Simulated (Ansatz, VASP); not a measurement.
**TiO2: VASP beside Ansatz**

```
Ti O
1.0
     4.91829    0.00000    0.00000
     0.00000    4.91829    0.00000
     0.00000    0.00000    2.78277
Ti O
2 4
Direct
  0.00000 0.00000 0.00000
  0.50000 0.50000 0.50000
  0.30510 0.30510 0.00000
  0.19490 0.80510 0.50000
  0.69490 0.69490 0.00000
  0.80510 0.19490 0.50000
```

Alike in both runs: task single point; functional PBE; k mesh 8 × 8 × 10; occupations gaussian, width 0.05 eV; no spin polarisation.

|  | VASP | Ansatz |
| --- | --- | --- |
| version | VASP 6.6.1 | Ansatz 0.2.0 |
| potentials or method | VASP PAW PBE potentials, release 64 (Ti_sv, O_h), cutoff 910 eV | scalar-relativistic, plane waves, PAW |
| valence electrons in the cell | 48 | 48 |

Ansatz gave:

* gap on the k mesh at the Fermi level (eV): 1.84
* least direct gap on the mesh (eV): 1.86
* rms of the force components (eV/Å): 0.220

Estimate VASP's values.

gap on the k mesh at the Fermi level (eV): 1.83; least direct gap on the mesh (eV): 1.85; rms of the force components (eV/Å): 0.198.

Atom by atom the forces differ by 0.022 eV/Å (rms over components).

Noted on VASP's run: the cutoff is short for stress, so the pressure is rough.
